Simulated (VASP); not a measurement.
# SrVO3 (Pm-3m) in VASP: further runs

The runs below take SrVO3 through single point, with PBE+U.

Program: VASP 6.6.1. These are calculated values, not measurements. Logs are shortened: lines on timing, memory, paths and dates and some standing lists are left out, and cuts for length are marked.

## (1) The cell of the first run

Symmetry: Pm-3m, No. 221, cubic system. Conventional cell: a = 3.841 Å, b = 3.841 Å, c = 3.841 Å, α = 90.00°, β = 90.00°, γ = 90.00°. Within 3.6 Å of Sr (site symmetry m-3m) lie 12 O at 2.72 Å and 8 V at 3.33 Å. Within 2.5 Å of V (site symmetry m-3m) lie 6 O at 1.92 Å. Within 2.5 Å of O (site symmetry 4/mmm) lie 2 V at 1.92 Å.

## (2) Single point, PBE+U, collinear spin, ferromagnetic start

INCAR

```
SYSTEM = SrVO3
PREC = Accurate
ENCUT = 520
EDIFF = 1E-6
ISMEAR = 0
SIGMA = 0.05
LREAL = .False.
LASPH = .True.
NELM = 150
ALGO = Normal
ISIF = 2
LWAVE = .False.
LCHARG = .False.
ISPIN = 2
MAGMOM = 0 1 0 0 0
LORBIT = 11
LMAXMIX = 4
LDAU = .True.
LDAUTYPE = 2
LDAUL = -1 2 -1
LDAUU = 0 3.25 0
LDAUJ = 0 0 0
LDAUPRINT = 1
GGA = PE
NBANDS = 32
```

KPOINTS

```
Automatic mesh
0
Gamma
  4 4 4
  0 0 0
```

POSCAR

```
SrVO3
1.0
    3.8409000000      0.0000000000      0.0000000000
    0.0000000000      3.8409000000      0.0000000000
    0.0000000000      0.0000000000      3.8409000000
Sr V O
1 1 3
Direct
    0.5000000000      0.5000000000      0.5000000000
    0.0000000000      0.0000000000      0.0000000000
    0.5000000000      0.0000000000      0.0000000000
    0.0000000000      0.5000000000      0.0000000000
    0.0000000000      0.0000000000      0.5000000000
```

Potentials or basis: VASP PAW PBE potentials, release 64 (Sr_sv, V_sv, O).

On the command line:

```console
> cat potpaw_PBE.64/Sr_sv/POTCAR potpaw_PBE.64/V_sv/POTCAR potpaw_PBE.64/O/POTCAR > POTCAR
> mpirun -np 1 vasp_std > vasp.out
```

OUTCAR:

```text
SYSTEM = SrVO3
   PREC = Accurate
   ENCUT = 520
   EDIFF = 1E-6
   ISMEAR = 0
   LREAL = .False.
   LASPH = .True.
   NELM = 150
   ISIF = 2
   ISPIN = 2
   LORBIT = 11
   GGA = PE

 ion  position               nearest neighbor table
   1  0.500  0.500  0.500-   3 2.72   4 2.72   5 2.72   3 2.72   4 2.72   3 2.72   5 2.72   3 2.72
                             4 2.72   5 2.72   4 2.72   5 2.72   2 3.33   2 3.33   2 3.33   2 3.33
   2  0.000  0.000  0.000-   3 1.92   4 1.92   5 1.92   5 1.92   4 1.92   3 1.92   1 3.33   1 3.33
                             1 3.33   1 3.33   1 3.33   1 3.33   1 3.33   1 3.33
   3  0.500  0.000  0.000-   2 1.92   2 1.92   1 2.72   1 2.72   1 2.72   1 2.72
   4  0.000  0.500  0.000-   2 1.92   2 1.92   1 2.72   1 2.72   1 2.72   1 2.72
   5  0.000  0.000  0.500-   2 1.92   2 1.92   1 2.72   1 2.72   1 2.72   1 2.72

  LATTYP: Found a simple cubic cell.
 ALAT       =     3.8409000000

  Lattice vectors:

 A1 = (   3.8409000000,   0.0000000000,   0.0000000000)
 A2 = (   0.0000000000,   3.8409000000,   0.0000000000)
 A3 = (   0.0000000000,   0.0000000000,   3.8409000000)

Analysis of symmetry for initial positions (statically):
=====================================================================
 Subroutine PRICEL returns:
 Original cell was already a primitive cell.

 Routine SETGRP: Setting up the symmetry group for a
 simple cubic supercell.

 Subroutine GETGRP returns: Found 48 space group operations
 (whereof 48 operations were pure point group operations)
 out of a pool of 48 trial point group operations.

The static configuration has the point symmetry O_h .

Analysis of symmetry for dynamics (positions and initial velocities):
=====================================================================
 Subroutine PRICEL returns:
 Original cell was already a primitive cell.

 Routine SETGRP: Setting up the symmetry group for a
 simple cubic supercell.

 Subroutine GETGRP returns: Found 48 space group operations
 (whereof 48 operations were pure point group operations)
 out of a pool of 48 trial point group operations.

The dynamic configuration has the point symmetry O_h .

Analysis of structural, dynamic, and magnetic symmetry:
=====================================================================
 Subroutine PRICEL returns:
 Original cell was already a primitive cell.

 Routine SETGRP: Setting up the symmetry group for a
 simple cubic supercell.

 Subroutine GETGRP returns: Found 48 space group operations
 (whereof 48 operations were pure point group operations)
 out of a pool of 48 trial point group operations.

The overall configuration has the point symmetry O_h .

 Subroutine INISYM returns: Found 48 space group operations
 (whereof 48 operations are pure point group operations),
 and found     1 'primitive' translations

----------------------------------------------------------------------------------------

                                     Primitive cell

  volume of cell :      56.6629

  direct lattice vectors                    reciprocal lattice vectors
     3.840900000  0.000000000  0.000000000     0.260355646  0.000000000  0.000000000
     0.000000000  3.840900000  0.000000000     0.000000000  0.260355646  0.000000000
     0.000000000  0.000000000  3.840900000     0.000000000  0.000000000  0.260355646

  length of vectors
     3.840900000  3.840900000  3.840900000     0.260355646  0.260355646  0.260355646

  position of ions in fractional coordinates (direct lattice)
     0.500000000  0.500000000  0.500000000
     0.000000000  0.000000000  0.000000000
     0.500000000  0.000000000  0.000000000
     0.000000000  0.500000000  0.000000000
     0.000000000  0.000000000  0.500000000

  ion indices of the primitive-cell ions
   primitive index   ion index
                 1           1
                 2           2
                 3           3
                 4           4
                 5           5

----------------------------------------------------------------------------------------

 KPOINTS: Automatic mesh

Automatic generation of k-mesh.
 Grid dimensions read from file:
 generate k-points for:    4    4    4

 Generating k-lattice:

  Cartesian coordinates                     Fractional coordinates (reciprocal lattice)
     0.065088911  0.000000000  0.000000000     0.250000000  0.000000000  0.000000000
     0.000000000  0.065088911  0.000000000     0.000000000  0.250000000  0.000000000
     0.000000000  0.000000000  0.065088911     0.000000000  0.000000000  0.250000000

  Length of vectors
     0.065088911  0.065088911  0.065088911
[... 33 lines left out ...]
   ISPIN  =      2    spin polarized calculation?
   LNONCOLLINEAR =      F non collinear calculations
   LSORBIT =      F    spin-orbit coupling
   LASPH  =      T    aspherical Exc in radial PAW
   ENCUT  =  520.0 eV  38.22 Ry    6.18 a.u.   7.14  7.14  7.14*2*pi/ulx,y,z
   NELM   =    150;   NELMIN=  2; NELMDL= -5     # of ELM steps
   EDIFF  = 0.1E-05   stopping-criterion for ELM
   LREAL  =      F    real-space projection
   EDIFFG = 0.1E-04   stopping-criterion for IOM
   NSW    =      0    number of steps for IOM
   IBRION =     -1    ionic relax: 0-MD 1-quasi-New 2-CG
   NFREE  =      0    steps in history (QN), initial steepest desc. (CG)
   ISIF   =      2    stress and relaxation
   ISYM   =      2    0-nonsym 1-usesym 2-fastsym
   POTIM  = 0.5000    time-step for ionic-motion
   TEBEG  =    0.0;   TEEND  =   0.0 temperature during run
   PSTRESS=    0.0 pullay stress
   NELECT =      41.0000    total number of electrons
   NUPDOWN=      -1.0000    fix difference up-down
   EMIN   =  10.00;   EMAX   =-10.00  energy-range for DOS
   EFERMI =   0.00;   METHOD = LEGACY
   ISMEAR =     0;   SIGMA  =   0.05  broadening in eV -4-tet -1-fermi 0-gaus
   EFERMI_NEDOS =   21; number of points for ismear=-14 and -15
   IALGO  =     38    algorithm
   IMIX   =      4    mixing-type and parameters
     AMIX     =   0.40;   BMIX     =  1.00
     AMIX_MAG =   1.60;   BMIX_MAG =  1.00
  volume/ion in A,a.u.               =      11.33        76.48
  Fermi-wavevector in a.u.,A,eV,Ry     =   1.469726  2.777380 29.389880  2.160095
  Thomas-Fermi vector in A             =   2.585069
   LORBIT       =     11    0 simple, 1 ext, 2 COOP (PROOUT), +10 PAW based schemes
 LDA+U is selected, type is set to LDAUTYPE =  2
   angular momentum for each species LDAUL =    -1    2   -1
   U (eV)           for each species LDAUU =   0.0  3.2  0.0
   J (eV)           for each species LDAUJ =   0.0  0.0  0.0
   GGA     = PE    functional components
   LHFCALC =     F    Hartree Fock is set to
   AEXX    =    0.0000 exact exchange contribution
   IVDW    =     0    specifies the selected vdW correction
   LEPSILON=     F    determine dielectric tensor
   LRPA    =     F    only Hartree local field effects (RPA)
 spin polarized calculation
 Gauss-broadening in eV      SIGMA  =   0.05
  energy-cutoff  :      520.00
  volume of cell :       56.66
 maximum number of plane-waves:      1568
 NGX is ok and might be reduce to    30
   NGX = 15   NGY = 15   NGZ = 15

atom =   2  type =  2  l = 2

 onsite density matrix

spin component  1

  0.4519  0.0000 -0.0000 -0.0000  0.0000
  0.0000  0.4519 -0.0000 -0.0000  0.0000
 -0.0000 -0.0000  0.3119 -0.0000  0.0000
 -0.0000 -0.0000 -0.0000  0.4519  0.0000
  0.0000  0.0000  0.0000  0.0000  0.3119

spin component  2

  0.1102 -0.0000 -0.0000  0.0000 -0.0000
 -0.0000  0.1102  0.0000  0.0000  0.0000
 -0.0000  0.0000  0.2885  0.0000  0.0000
  0.0000  0.0000  0.0000  0.1102 -0.0000
 -0.0000  0.0000  0.0000 -0.0000  0.2885

 occupancies and eigenvectors

  o =  0.1102  v =  0.0000  0.0000  0.0000  0.0000  0.0000  1.0000  0.0000  0.0000  0.0000  0.0000      0.0000  0.0000  0.0000  0.0000  0.0000  0.0000  0.0000  0.0000  0.0000  0.0000
  o =  0.1102  v =  0.0000  0.0000  0.0000  0.0000  0.0000  0.0000 -0.9714  0.0000  0.2375  0.0000      0.0000  0.0000  0.0000  0.0000  0.0000  0.0000  0.0000  0.0000  0.0000  0.0000
  o =  0.1102  v =  0.0000  0.0000  0.0000  0.0000  0.0000  0.0000  0.2375  0.0000  0.9714  0.0000      0.0000  0.0000  0.0000  0.0000  0.0000  0.0000  0.0000  0.0000  0.0000  0.0000
  o =  0.2885  v =  0.0000  0.0000  0.0000  0.0000  0.0000  0.0000 -0.0000 -1.0000  0.0000  0.0018      0.0000  0.0000  0.0000  0.0000  0.0000  0.0000  0.0000  0.0000  0.0000  0.0000
  o =  0.2885  v =  0.0000  0.0000  0.0000  0.0000  0.0000  0.0000  0.0000  0.0018  0.0000  1.0000      0.0000  0.0000  0.0000  0.0000  0.0000  0.0000  0.0000  0.0000  0.0000  0.0000
  o =  0.3119  v =  0.0000 -0.0000  1.0000 -0.0000 -0.0035  0.0000  0.0000  0.0000  0.0000  0.0000      0.0000  0.0000  0.0000  0.0000  0.0000  0.0000  0.0000  0.0000  0.0000  0.0000
  o =  0.3119  v =  0.0000  0.0000  0.0035  0.0000  1.0000  0.0000  0.0000  0.0000  0.0000  0.0000      0.0000  0.0000  0.0000  0.0000  0.0000  0.0000  0.0000  0.0000  0.0000  0.0000
  o =  0.4519  v =  1.0000  0.0000  0.0000  0.0000  0.0000  0.0000  0.0000  0.0000  0.0000  0.0000      0.0000  0.0000  0.0000  0.0000  0.0000  0.0000  0.0000  0.0000  0.0000  0.0000
  o =  0.4519  v =  0.0000  0.9808  0.0000 -0.1949  0.0000  0.0000  0.0000  0.0000  0.0000  0.0000      0.0000  0.0000  0.0000  0.0000  0.0000  0.0000  0.0000  0.0000  0.0000  0.0000
  o =  0.4519  v =  0.0000 -0.1949 -0.0000 -0.9808  0.0000  0.0000  0.0000  0.0000  0.0000  0.0000      0.0000  0.0000  0.0000  0.0000  0.0000  0.0000  0.0000  0.0000  0.0000  0.0000

 number of electron      41.0000017 magnetization       0.9999290

 Free energy of the ion-electron system (eV)
  ---------------------------------------------------
  ext. energy  EPLUGINS =         0.00000000
  ---------------------------------------------------
  free energy    TOTEN  =       -36.00953137 eV

  energy without entropy =      -36.00648508  energy(sigma->0) =      -36.00800822

 E-fermi :   6.0409     XC(G=0): -11.5690

 val. band max:        5.8783927977   @ k =   0.2500   0.2500   0.0000
 cond. band min:       6.0659226807   @ k =   0.2500   0.2500   0.0000
 fundamental gap:      0.1875298831
 Fermi energy:         6.0408744808

 spin component 1

 k-point     1 :       0.0000    0.0000    0.0000
  band No.  band energies     occupation
      1     -60.5845      1.00000
      2     -34.3921      1.00000
      3     -34.3921      1.00000
      4     -34.3921      1.00000
      5     -28.1826      1.00000
      6     -13.3701      1.00000
[... 339 lines left out ...]
     31      15.1301      0.00000
     32      19.4309      0.00000
 Fermi energy:         6.0408744808

 spin component 2

 k-point     1 :       0.0000    0.0000    0.0000
  band No.  band energies     occupation
      1     -59.4426      1.00000
      2     -33.2672      1.00000
      3     -33.2672      1.00000
      4     -33.2672      1.00000
      5     -28.1858      1.00000
      6     -13.3995      1.00000
[... 339 lines left out ...]
     31      15.1752      0.00000
     32      19.3880      0.00000

------------------------ aborting loop because EDIFF is reached ----------------------------------------

  FORCE on cell =-STRESS in cart. coord.  units (eV):
  Direction    XX          YY          ZZ          XY          YZ          ZX
  --------------------------------------------------------------------------------------
  -------------------------------------------------------------------------------------
  Total        2.9720363      2.9720363      2.9720363      0.0000000      0.0000000     -0.0000000
  in kB       84.0360609     84.0360609     84.0360609      0.0000000      0.0000000     -0.0000000
  external PRESSURE =      84.0360609 kB  Pullay stress =       0.0000000 kB

 VOLUME and BASIS-vectors are now :
 -----------------------------------------------------------------------------
  energy-cutoff  :      520.00
  volume of cell :       56.66
      direct lattice vectors                 reciprocal lattice vectors
     3.840900000  0.000000000  0.000000000     0.260355646  0.000000000  0.000000000
     0.000000000  3.840900000  0.000000000     0.000000000  0.260355646  0.000000000
     0.000000000  0.000000000  3.840900000     0.000000000  0.000000000  0.260355646

 POSITION                                       TOTAL-FORCE (eV/Angst)
 -----------------------------------------------------------------------------------
      1.92045      1.92045      1.92045         0.000000      0.000000      0.000000
      0.00000      0.00000      0.00000         0.000000      0.000000      0.000000
      1.92045      0.00000      0.00000         0.000000      0.000000      0.000000
      0.00000      1.92045      0.00000         0.000000      0.000000      0.000000
      0.00000      0.00000      1.92045         0.000000      0.000000      0.000000
 -----------------------------------------------------------------------------------
    total drift:                                0.000000     -0.000000      0.000000

  FREE ENERGIE OF THE ION-ELECTRON SYSTEM (eV)
  ---------------------------------------------------
  free  energy   TOTEN  =       -36.0095313659 eV

  energy  without entropy=      -36.0064850825  energy(sigma->0) =      -36.00800822

 total charge

# of ion       s       p       d       tot
------------------------------------------
    1        2.000   5.803   0.220   8.023
    2        2.291   6.362   2.852  11.505
    3        1.563   3.503   0.000   5.066
    4        1.563   3.503   0.000   5.066
    5        1.563   3.503   0.000   5.066
--------------------------------------------------
tot          8.980  22.673   3.072  34.726

 magnetization (x)

# of ion       s       p       d       tot
------------------------------------------
    1       -0.001  -0.003   0.001  -0.003
    2        0.008   0.010   1.069   1.087
    3       -0.002  -0.042   0.000  -0.044
    4       -0.002  -0.042   0.000  -0.044
    5       -0.002  -0.042   0.000  -0.044
--------------------------------------------------
tot          0.001  -0.118   1.070   0.953
```

Wall time 21 s (1 thread of Intel Xeon 6975P-C (Granite Rapids), shared host); peak memory 0.2 GiB.

Results:

```yaml
Free_energy: -36.0095 eV
Pressure: 8.4 GPa
Band_gap_on_the_k_mesh: zero (filled and empty bands overlap)
Net_moment: 1.00 μB per cell
Site_moments: Sr -0.00; V +1.09; O -0.04 μB
Valence_electrons_inside_the_program's_atomic_spheres: Sr 8.02; V 11.51; O 5.07
```

Eigenvalues of the final occupation matrices:
```
    site  spin  trace               eigenvalues
site 2 d     1   1.98  0.31 0.31 0.45 0.45 0.45
site 2 d     2   0.91  0.11 0.11 0.11 0.29 0.29
```

Caveat: the k points lie up to 0.41 Å⁻¹ apart, too coarse for converged energies and pressures of a metal. The state reached can hang on the start; a lower one may exist.

## (3) Single point, PBE+U, collinear spin, ferromagnetic start (11.80 Å³/atom)

This run uses another cell than the first one, of 11.80 Å³/atom.

INCAR

```
SYSTEM = SrVO3
ALGO = Normal
EDIFF = 1E-6
ENCUT = 520
GGA = PE
ISIF = 2
ISMEAR = 0
ISPIN = 2
LASPH = .True.
LCHARG = .False.
LDAU = .True.
LDAUJ = 0 0 0
LDAUL = -1 2 -1
LDAUPRINT = 1
LDAUTYPE = 2
LDAUU = 0 3.25 0
LMAXMIX = 4
LORBIT = 11
LREAL = .False.
LWAVE = .False.
MAGMOM = 0 0.94 -0.03 -0.03 -0.03
NBANDS = 32
NELM = 150
PREC = Accurate
SIGMA = 0.05
```

KPOINTS

```
k-points
0
Gamma
  6 6 6
  0 0 0
```

POSCAR: that of step 2 with these lines changed.

```diff
@@ -2,5 +2,5 @@
 1.0
-    3.8409000000      0.0000000000      0.0000000000
-    0.0000000000      3.8409000000      0.0000000000
-    0.0000000000      0.0000000000      3.8409000000
+    3.8927877112      0.0000000000      0.0000000000
+    0.0000000000      3.8927877112      0.0000000000
+    0.0000000000      0.0000000000      3.8927877112
 Sr V O
```

Potentials or basis: VASP PAW PBE potentials, release 64 (Sr_sv, V_sv, O).

On the command line:

```console
> cat potpaw_PBE.64/Sr_sv/POTCAR potpaw_PBE.64/V_sv/POTCAR potpaw_PBE.64/O/POTCAR > POTCAR
> mpirun -np 1 vasp_std > vasp.out
```

Wall time 39 s (1 thread of Intel Xeon 6975P-C (Granite Rapids), shared host); peak memory 0.22 GiB.

Results (log left out):

| Quantity | Value |
| --- | --- |
| Free energy | -36.1287 eV |
| Pressure | 0.8 GPa |
| Band gap on the k mesh | zero (filled and empty bands overlap) |
| Net moment | 1.00 μB per cell |
| Site moments | Sr -0.00; V +1.13; O -0.06 μB |
| Valence electrons inside the program's atomic spheres | Sr 8.00; V 11.41; O 5.04 |

Levels at points of the mesh, in eV from the Fermi level:
Spin up:
```
           k point  band 19  band 20  band 21  band 22  band 23  band 24
(0.00, 0.00, 0.00)    -2.08    -2.08    -1.61    -1.61    -1.61     1.19
(0.50, 0.00, 0.00)    -2.51    -2.51    -1.53     0.38     0.38     1.20
(0.50, 0.50, 0.00)    -3.23    -1.73     0.32     0.32     0.58     2.14
(0.50, 0.50, 0.50)    -1.64    -1.64     0.82     0.82     0.82     5.26
```
Spin down:
| k point | band 16 | band 17 | band 18 | band 19 | band 20 | band 21 | band 22 | band 23 | band 24 | band 25 |
| --- | --- | --- | --- | --- | --- | --- | --- | --- | --- | --- |
| (0.00, 0.00, 0.00) | -2.91 | -2.91 | -2.17 | -2.17 | -2.17 | 0.65 | 0.65 | 0.65 | 1.90 | 1.90 |
| (0.50, 0.00, 0.00) | -3.91 | -3.91 | -3.72 | -2.59 | -2.59 | 0.82 | 1.91 | 2.31 | 2.31 | 3.95 |
| (0.50, 0.50, 0.00) | -4.42 | -3.86 | -3.31 | -3.31 | -1.84 | 2.32 | 2.32 | 2.73 | 2.79 | 5.74 |
| (0.50, 0.50, 0.50) | -5.27 | -5.27 | -1.75 | -1.75 | -1.75 | 2.92 | 2.92 | 2.92 | 5.35 | 5.35 |

Eigenvalues of the final occupation matrices:
| site | spin | trace | eigenvalues |
| --- | --- | --- | --- |
| site 2 d | 1 | 1.98 | 0.30 0.30 0.46 0.46 0.46 |
| site 2 d | 2 | 0.86 | 0.10 0.10 0.10 0.28 0.28 |

The state reached can hang on the start; a lower one may exist.

## (4) Single point, PBE+U, collinear spin, ferromagnetic start (11.80 Å³/atom)

This run uses another cell than the first one, of 11.80 Å³/atom.

INCAR

```
SYSTEM = SrVO3
  ALGO = Normal
  EDIFF = 1E-6
  ENCUT = 520
  GGA = PE
  ISIF = 2
  ISMEAR = 0
  ISPIN = 2
  LASPH = .True.
  LCHARG = .False.
  LDAU = .True.
  LDAUJ = 0 0 0
  LDAUL = -1 2 -1
  LDAUPRINT = 1
  LDAUTYPE = 2
  LDAUU = 0 3.25 0
  LMAXMIX = 4
  LORBIT = 11
  LREAL = .False.
  LWAVE = .False.
  MAGMOM = 0 0.94 -0.03 -0.03 -0.03
  NBANDS = 32
  NELM = 150
  PREC = Accurate
  SIGMA = 0.05
```

KPOINTS is that of step 3.

POSCAR: that of step 3 with these lines changed.

```diff
@@ -2,5 +2,5 @@
 1.0
-    3.8927877112      0.0000000000      0.0000000000
-    0.0000000000      3.8927877112      0.0000000000
-    0.0000000000      0.0000000000      3.8927877112
+    3.8930169840      0.0000000000      0.0000000000
+    0.0000000000      3.8930169840      0.0000000000
+    0.0000000000      0.0000000000      3.8930169840
 Sr V O
```

On the command line:

```console
> cat potpaw_PBE.64/Sr_sv/POTCAR potpaw_PBE.64/V_sv/POTCAR potpaw_PBE.64/O/POTCAR > POTCAR
> mpirun -np 1 vasp_std > vasp.out
```

Run time: 39 s. Hardware: 1 thread of Intel Xeon 6975P-C (Granite Rapids), shared host; peak memory 0.22 GiB.

It converged, with:

```
Free energy                                           : -36.1289 eV
Pressure                                              : 0.7 GPa
Band gap on the k mesh                                : zero (filled and empty bands overlap)
Net moment                                            : 1.00 μB per cell
Site moments                                          : Sr -0.00; V +1.13; O -0.06 μB
Valence electrons inside the program's atomic spheres : Sr 8.00; V 11.41; O 5.04
```

Levels at points of the mesh, in eV from the Fermi level:
Spin up:
```
           k point  band 19  band 20  band 21  band 22  band 23  band 24
(0.00, 0.00, 0.00)    -2.08    -2.08    -1.61    -1.61    -1.61     1.19
(0.50, 0.00, 0.00)    -2.51    -2.51    -1.53     0.38     0.38     1.20
(0.50, 0.50, 0.00)    -3.23    -1.73     0.32     0.32     0.58     2.13
(0.50, 0.50, 0.50)    -1.64    -1.64     0.82     0.82     0.82     5.26
```
Spin down:
```csv
k point,band 18,band 19,band 20,band 21,band 22,band 23
"(0.00, 0.00, 0.00)",-2.17,-2.17,-2.17,0.65,0.65,0.65
"(0.50, 0.00, 0.00)",-3.71,-2.59,-2.59,0.82,1.91,2.31
"(0.50, 0.50, 0.00)",-3.31,-3.31,-1.84,2.32,2.32,2.73
"(0.50, 0.50, 0.50)",-1.75,-1.75,-1.75,2.92,2.92,2.92
```

Eigenvalues of the final occupation matrices:
```csv
site,spin,trace,eigenvalues
site 2 d,1,1.98,0.30 0.30 0.46 0.46 0.46
site 2 d,2,0.86,0.10 0.10 0.10 0.28 0.28
```

The state reached can hang on the start; a lower one may exist.

[end of part 1 of 2]

The gap in the log of VASP goes by the Fermi energy; the results here count the filled bands.